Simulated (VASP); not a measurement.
# GaSb (I-4m2) in VASP: notebook, part 3 of 3

VASP 6.6.1. Earlier steps stand in the parts before.

## (5) Relaxation of cell and atoms, PBEsol+D3(BJ)

This run uses another cell than the first one, of 24.12 Å³/atom.

File INCAR:

```
  PREC = Accurate
  ENCUT = 500
  EDIFF = 1E-7
  ISMEAR = -1
  SIGMA = 0.1
  LREAL = False
  LASPH = True
  NELM = 120
  ALGO = Normal
  ISIF = 3
  LWAVE = False
  LCHARG = False
  GGA = PS
  IVDW = 12
  IBRION = 2
  NSW = 80
  EDIFFG = -0.01
  GGA_COMPAT = False
  NELMIN = 4
```

File KPOINTS:

```
Automatic mesh
0
Gamma
  8 8 8
```

File POSCAR:

```
GaSb
1.0
   -2.7534340000      2.7534340000      1.5907070000
    2.7534340000     -2.7534340000      1.5907070000
    2.7534340000      2.7534340000     -1.5907070000
Ga Sb
1 1
Direct
    0.2500000000      0.7500000000      0.5000000000
    0.0000000000      0.0000000000      0.0000000000
```

Potentials or basis: VASP PAW PBE potentials, release 64 (Ga_d, Sb).

Launch:

```sh
> cat potpaw_PBE.64/Ga_d/POTCAR potpaw_PBE.64/Sb/POTCAR > POTCAR
> mpirun -np 1 vasp_std > vasp.out
```

OUTCAR:

```text
PREC = Accurate
   ENCUT = 500
   EDIFF = 1E-7
   ISMEAR = -1
   LREAL = False
   LASPH = True
   NELM = 120
   ISIF = 3
   GGA = PS
   IVDW = 12
   IBRION = 2
   NSW = 80
   EDIFFG = -0.01
   NELMIN = 4
 IVDW          = 12

 ion  position               nearest neighbor table
   1  0.250  0.750  0.500-   2 2.87   2 2.87   2 2.87   2 2.87
   2  0.000  0.000  0.000-   1 2.87   1 2.87   1 2.87   1 2.87

  LATTYP: Found a body centered tetragonal cell.
 ALAT       =     5.5068680000
 C/A-ratio  =     0.5777174975

  Lattice vectors:

 A1 = (  -2.7534340000,   2.7534340000,   1.5907070000)
 A2 = (   2.7534340000,  -2.7534340000,   1.5907070000)
 A3 = (   2.7534340000,   2.7534340000,  -1.5907070000)

Analysis of symmetry for initial positions (statically):
=====================================================================
 Subroutine PRICEL returns:
 Original cell was already a primitive cell.

 Routine SETGRP: Setting up the symmetry group for a
 body centered tetragonal supercell.

 Subroutine GETGRP returns: Found  8 space group operations
 (whereof  8 operations were pure point group operations)
 out of a pool of 16 trial point group operations.

The static configuration has the point symmetry D_2d.

Analysis of symmetry for dynamics (positions and initial velocities):
=====================================================================
 Subroutine PRICEL returns:
 Original cell was already a primitive cell.

 Routine SETGRP: Setting up the symmetry group for a
 body centered tetragonal supercell.

 Subroutine GETGRP returns: Found  8 space group operations
 (whereof  8 operations were pure point group operations)
 out of a pool of 16 trial point group operations.

The dynamic configuration has the point symmetry D_2d.

 Subroutine INISYM returns: Found  8 space group operations
 (whereof  8 operations are pure point group operations),
 and found     1 'primitive' translations

----------------------------------------------------------------------------------------

                                     Primitive cell

  volume of cell :      48.2391

[... 103 lines left out ...]
   ISMEAR =    -1;   SIGMA  =   0.10  broadening in eV -4-tet -1-fermi 0-gaus
   EFERMI_NEDOS =   21; number of points for ismear=-14 and -15
   IALGO  =     38    algorithm
   IMIX   =      4    mixing-type and parameters
     AMIX     =   0.40;   BMIX     =  1.00
     AMIX_MAG =   1.60;   BMIX_MAG =  1.00
  volume/ion in A,a.u.               =      24.12       162.77
  Fermi-wavevector in a.u.,A,eV,Ry     =   1.178598  2.227228 18.899772  1.389094
  Thomas-Fermi vector in A             =   2.314924
   LORBIT       =      0    0 simple, 1 ext, 2 COOP (PROOUT), +10 PAW based schemes
   GGA     = PS    functional components
   LHFCALC =     F    Hartree Fock is set to
   AEXX    =    0.0000 exact exchange contribution
   IVDW    =    12    specifies the selected vdW correction
   LEPSILON=     F    determine dielectric tensor
   LRPA    =     F    only Hartree local field effects (RPA)
 conjugate gradient relaxation of ions
 non-spin polarized calculation
  energy-cutoff  :      500.00
  volume of cell :       48.24
 maximum number of plane-waves:      1253
   NGX = 15   NGY = 15   NGZ = 15

--------------------------------------- Ionic step        1  -------------------------------------------

 number of electron      17.9999994 magnetization

 Free energy of the ion-electron system (eV)
  ---------------------------------------------------
  ext. energy  EPLUGINS =         0.00000000
  ---------------------------------------------------
  free energy    TOTEN  =        -7.88781119 eV

  energy without entropy =       -7.86247394  energy(sigma->0) =       -7.87514257

------------------------ aborting loop because EDIFF is reached ----------------------------------------

 Edisp (eV)   -0.76062

 E8    (eV) :    -0.5232
[... 271 lines left out ...]
--------------------------------------- Ionic step        8  -------------------------------------------

 number of electron      17.9999997 magnetization

 Free energy of the ion-electron system (eV)
  ---------------------------------------------------
  ext. energy  EPLUGINS =         0.00000000
  ---------------------------------------------------
  free energy    TOTEN  =        -7.88859426 eV

  energy without entropy =       -7.86406115  energy(sigma->0) =       -7.87632770

 E-fermi :   7.5717     XC(G=0): -10.8209

 val. band max:        7.5031659683   @ k =   0.1250   0.1250   0.1250
 cond. band min:       7.5808164519   @ k =   0.1250   0.1250   0.0000
 fundamental gap:      0.0776504836
 Fermi energy:         7.5716766992

 k-point     1 :       0.0000    0.0000    0.0000
  band No.  band energies     occupation
      1      -7.4539      2.00000
      2      -7.3570      2.00000
      3      -7.3512      2.00000
      4      -7.3048      2.00000
      5      -7.3048      2.00000
      6      -5.1473      2.00000
      7       4.8999      2.00000
      8       5.4461      2.00000
      9       5.4461      2.00000
     10      10.7766      0.00000
     11      13.2977      0.00000
     12      15.2184      0.00000
     13      15.2184      0.00000
[... 354 lines left out ...]
  band No.  band energies     occupation
      1      -7.3987      2.00000
      2      -7.3846      2.00000
      3      -7.3670      2.00000
      4      -7.3179      2.00000
      5      -7.2708      2.00000
      6      -0.7328      2.00000
      7       1.7128      2.00000
      8       3.4985      2.00000
      9       4.8602      2.00000
     10       8.7585      0.00001
     11      10.9829      0.00000
     12      11.7214      0.00000
     13      12.9282      0.00000

 [... further k-points ...]

------------------------ aborting loop because EDIFF is reached ----------------------------------------

 Edisp (eV)   -0.84355

 E8    (eV) :    -0.5808
[... 25 lines left out ...]
  FREE ENERGIE OF THE ION-ELECTRON SYSTEM (eV)
  ---------------------------------------------------
  free  energy   TOTEN  =        -8.7321393637 eV

  energy  without entropy=       -8.7076062514  energy(sigma->0) =       -8.71987281

 reached required accuracy - stopping structural energy minimisation
```

CONTCAR:

```text
GaSb
   1.00000000000000
    -2.6676284704693796    2.6676284704693796    1.5342760756383167
     2.6676284704693796   -2.6676284704693796    1.5342760756383167
     2.6676284704693796    2.6676284704693796   -1.5342760756383167
  Ga              Sb
     1     1
Direct
     0.2500000000000000    0.7500000000000000    0.5000000000000000
     0.0000000000000000    0.0000000000000000    0.0000000000000000

  0.00000000E+00  0.00000000E+00  0.00000000E+00
  0.00000000E+00  0.00000000E+00  0.00000000E+00
```

It took 3.5 min on 1 thread of Intel Xeon 8259CL, shared host; peak memory 0.23 GiB.

Results:

```
Free energy                           : -8.7321 eV
Relaxed volume                        : 21.84 Å³/atom
Relaxed cell                          : a = 4.073 Å, b = 4.073 Å, c = 4.073 Å, α = 98.16°, β = 98.16°, γ = 135.74°
Space group after relaxing (to 0.1 Å) : I-4m2 (No. 119)
Energy gained by relaxing             : 41.9 meV/atom
Ionic steps                           : 8
Pressure after relaxing               : 0.0 GPa
Band gap on the k mesh                : zero (bands 9 and 10 overlap by 4.13 eV)
Dispersion energy per atom            : -0.422 eV
```

Step by step:
```csv
step,energy change (eV),largest force (eV/Å),pressure (GPa),volume (Å³)
1,0.0000,0.0000,-5.41,48.24
2,-0.0777,0.0000,1.62,42.77
3,-0.0828,0.0000,-0.02,43.76
4,-0.0828,0.0000,-0.14,43.85
5,-0.0836,0.0000,-0.10,43.78
6,-0.0837,0.0000,-0.15,43.76
7,-0.0837,0.0000,-0.09,43.76
8,-0.0837,0.0000,0.01,43.67
```

Final structure:
```
CELL_PARAMETERS angstrom
-2.66763 2.66763 1.53428
2.66763 -2.66763 1.53428
2.66763 2.66763 -1.53428
ATOMIC_POSITIONS crystal
Ga 0.25000 0.75000 0.50000
Sb 0.00000 0.00000 0.00000
```

Levels at points of the mesh, in eV from the Fermi level:
| k point | band 7 | band 8 | band 9 | band 10 | band 11 | band 12 |
| --- | --- | --- | --- | --- | --- | --- |
| (0.00, 0.00, 0.00) | -2.67 | -2.13 | -2.13 | 3.20 | 5.73 | 7.65 |
| (0.50, 0.00, 0.00) | -6.10 | -2.48 | -1.68 | -1.31 | 2.24 | 3.53 |
| (0.50, 0.50, 0.00) | -8.68 | 0.01 | 1.77 | 2.40 | 2.48 | 5.03 |
| (0.50, 0.50, 0.50) | -6.23 | -5.59 | -5.59 | 3.80 | 5.19 | 11.43 |

Caveat: the PAW data sets were made with another functional, which shifts forces and pressure a little; spin-orbit coupling is left out, which moves the levels of the heavy elements.

## (6) Relaxation of cell and atoms, LDA

This run uses another cell than the first one, of 24.12 Å³/atom.

File INCAR:

```
SYSTEM = GaSb
PREC = Accurate ; ENCUT = 500
EDIFF = 1E-7 ; ISMEAR = -1
SIGMA = 0.1 ; LREAL = .False.
LASPH = .True. ; NELM = 120
ALGO = Normal ; ISIF = 3
LWAVE = .False. ; LCHARG = .False.
IBRION = 2 ; NSW = 80
EDIFFG = -0.01 ; GGA_COMPAT = .False.
NELMIN = 4
```

File KPOINTS:

```
regular mesh
0
Gamma
  8 8 8
  0 0 0
```

POSCAR is that of step 5.

Potentials or basis: VASP PAW LDA potentials, release 64 (Ga_d, Sb).

Launch:

```sh
> cat potpaw_LDA.64/Ga_d/POTCAR potpaw_LDA.64/Sb/POTCAR > POTCAR
> mpirun -np 1 vasp_std > vasp.out
```

Wall time 3.1 min (1 thread of Intel Xeon 8259CL, shared host); peak memory 0.2 GiB.

Results (log left out):

- Free energy: -8.4008 eV
- Relaxed volume: 22.35 Å³/atom
- Relaxed cell: a = 4.099 Å, b = 4.099 Å, c = 4.099 Å, α = 98.26°, β = 98.26°, γ = 135.44°
- Space group after relaxing (to 0.1 Å): I-4m2 (No. 119)
- Energy gained by relaxing: 24.5 meV/atom
- Ionic steps: 9
- Pressure after relaxing: 0.0 GPa
- Band gap on the k mesh: zero (bands 9 and 10 overlap by 4.00 eV)

Step by step:
| step | energy change (eV) | largest force (eV/Å) | pressure (GPa) | volume (Å³) |
| --- | --- | --- | --- | --- |
| 1 | 0.0000 | 0.0000 | -4.14 | 48.24 |
| 2 | -0.0460 | 0.0000 | 1.15 | 44.02 |
| 3 | -0.0488 | 0.0000 | -0.02 | 44.77 |
| 4 | -0.0488 | 0.0000 | -0.10 | 44.84 |
| 5 | -0.0490 | 0.0000 | -0.08 | 44.81 |
| 6 | -0.0490 | 0.0000 | -0.12 | 44.80 |
| 7 | -0.0490 | 0.0000 | -0.07 | 44.77 |
| 8 | -0.0490 | 0.0000 | -0.09 | 44.79 |
| 9 | -0.0490 | 0.0000 | 0.03 | 44.70 |

Final structure:
```
Ga Sb
1.0
    -2.68174    2.68174    1.55392
     2.68174   -2.68174    1.55392
     2.68174    2.68174   -1.55392
Ga Sb
1 1
Direct
  0.25000 0.75000 0.50000
  0.00000 0.00000 0.00000
```

Levels at points of the mesh, in eV from the Fermi level:
```tsv
k point	band 6	band 7	band 8	band 9	band 10	band 11	band 12	band 13
(0.00, 0.00, 0.00)	-12.51	-2.74	-2.01	-2.01	3.39	5.40	7.49	7.49
(0.50, 0.00, 0.00)	-8.48	-5.97	-2.47	-1.63	-1.25	2.35	3.46	5.44
(0.50, 0.50, 0.00)	-10.86	-8.50	0.06	1.80	2.38	2.52	4.81	6.66
(0.50, 0.50, 0.50)	-9.49	-6.16	-5.37	-5.37	3.60	5.00	11.11	11.11
```

Caveat: spin-orbit coupling is left out, which moves the levels of the heavy elements.

## (7) Summary

```csv
task,level,potentials or basis,cell,gap on the mesh (eV),pressure (GPa),relaxed volume (Å³/atom)
single point,PBEsol+D3(BJ),"VASP PAW PBE potentials, release 64 (Ga_d, Sb)","a = 4.071 Å, angles 98.2, 98.2, 135.7°, 2 atoms",none,0.0,-
single point,LDA,"VASP PAW LDA potentials, release 64 (Ga_d, Sb)","a = 4.095 Å, angles 98.3, 98.3, 135.4°, 2 atoms",none,0.1,-
single point,PBEsol,"VASP PAW PBE potentials, release 64 (Ga_d, Sb)","a = 4.132 Å, angles 98.2, 98.2, 135.5°, 2 atoms",none,0.0,-
relaxation of cell and atoms,PBEsol+D3(BJ),"VASP PAW PBE potentials, release 64 (Ga_d, Sb)","relaxed from a = 4.206 Å, angles 98.2, 98.2, 135.6°, 2 atoms",none,0.0,21.84
relaxation of cell and atoms,LDA,"VASP PAW LDA potentials, release 64 (Ga_d, Sb)","relaxed from a = 4.206 Å, angles 98.2, 98.2, 135.6°, 2 atoms",none,0.0,22.35
```

Alike in all rows: no spin polarisation; k mesh 8 × 8 × 8; cutoff (eV) 500; smearing fermi-dirac 0.1 eV.

Caveats: spin-orbit coupling is left out, which moves the levels of the heavy elements; the PAW data sets were made with another functional, which shifts forces and pressure a little (at least some runs).

Absolute energies hang on the potentials; compare differences alone.
